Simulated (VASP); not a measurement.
HSe2, 6 atoms in the cell. It takes space group Fmmm (No. 69, orthorhombic). The conventional cell has a = 5.516 Å, b = 5.640 Å, c = 7.226 Å, α = 90.00°, β = 90.00°, γ = 90.00°. Within 2.4 Å of H (site symmetry mmm) lie 2 Se at 1.79 Å. Se (site symmetry mm2) has 1 H at 1.79 Å within 2.4 Å. 

| Quantity | Value |
| --- | --- |
| Program | VASP 6.6.1 |
| Task | single point |
| Functional | PBE |
| Potentials or basis | VASP PAW PBE potentials, release 64 (H, Se) |
| Cutoff | 520 eV |
| k mesh | 7 × 7 × 3 |
| Occupations | fermi-dirac, width 0.0708 eV |
| Spin | no spin polarisation |
| Dipole correction | no |
| Further INCAR settings | ALGO = Normal; EDIFF = 1e-06; NBANDS = 22 |

Potentials or basis: VASP PAW PBE potentials, release 64 (H, Se).

Command:

```sh
$ cat potpaw_PBE.64/H/POTCAR potpaw_PBE.64/Se/POTCAR > POTCAR
$ mpirun -np 1 vasp_std > vasp.out
```

Hardware: 1 thread of Intel(R) Xeon(R) Platinum 8375C CPU @ 2.90GHz (Ice Lake) (shared host).

Q: How long does it take, and how much memory?

A: Wall time 61 s on 1 thread of Intel(R) Xeon(R) Platinum 8375C CPU @ 2.90GHz (Ice Lake) (shared host), peak memory 0.23 GiB. Counts: scf iterations 13, k points 32.
